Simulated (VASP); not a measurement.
Input of a VASP 6.6.1 run:

The input INCAR:

```
  PREC = Accurate
  ENCUT = 520
  EDIFF = 1E-7
  ISMEAR = 0
  SIGMA = 0.1
  LREAL = Auto
  LASPH = T
  NELM = 100
  ALGO = Normal
  ISIF = 2
  LWAVE = F
  LCHARG = T
  GGA = PS
  LELF = T
  LVHAR = T
  NBANDS = 32
```

Contents of KPOINTS:

```
Automatic mesh
0
Gamma
  5 6 4
```

POSCAR

```
LiBe16
1.0
   -2.2900000000     -3.9663960000      0.0000000000
    3.4350000000     -1.9831980000      0.0000000000
    0.0000000000      0.0000000000      7.1768600000
Be Li
16 1
Direct
    0.7551045099      0.4322861116      0.0032494866
    0.4766124124      0.4951375199      0.2573201016
    0.7551387235      0.4319537656      0.5105112073
    0.5064806096      0.2956696754      0.7568649853
    0.5140088700     -0.0648537816      0.0032899646
    0.2820611069      0.8894928017      0.2566181458
    0.5138903232     -0.0648967326      0.5100965331
    0.2600234958      0.8052690833      0.7569331878
    0.2424892442      0.4856846498      0.0021443862
    0.0737481526      0.2902702195      0.2571356080
    0.2421082099      0.4861312135      0.5121438924
    0.0105139899      0.2981596088      0.7570310014
    0.0091705769     -0.0182458642      0.0028058880
    0.6897680458      1.1101693986      0.2565172040
    0.0094216618     -0.0180902709      0.5111199986
    0.7667556075      0.7892938842      0.7568188303
   -0.1237262401      0.7009540174      0.2571172790
```

Potentials or basis: VASP PAW PBE potentials, release 64 (Be, Li_sv).

The run is started by

```sh
$ cat potpaw_PBE.64/Be/POTCAR potpaw_PBE.64/Li_sv/POTCAR > POTCAR
$ mpirun -np 1 vasp_std > vasp.out
```

Problem. What does it give for the largest force?

Solution. 0.011 eV/Å.

Forces on the atoms (eV/Å):
```
Be   0.000  0.001  0.004
Be   0.006 -0.005 -0.003
Be   0.001  0.004  0.003
Be  -0.003  0.005  0.001
Be  -0.001  0.004  0.003
Be   0.004 -0.004  0.002
Be  -0.002  0.002 -0.006
Be  -0.001  0.000  0.001
Be  -0.003 -0.006  0.002
Be   0.000 -0.007  0.000
Be  -0.008 -0.004 -0.007
Be   0.009  0.000 -0.002
Be  -0.003  0.000 -0.002
Be   0.000  0.008  0.003
Be  -0.003  0.000  0.002
Be   0.005  0.001 -0.002
Li   0.000  0.000  0.001
```

Caveat: the PAW data sets were made with another functional, which shifts forces and pressure a little.
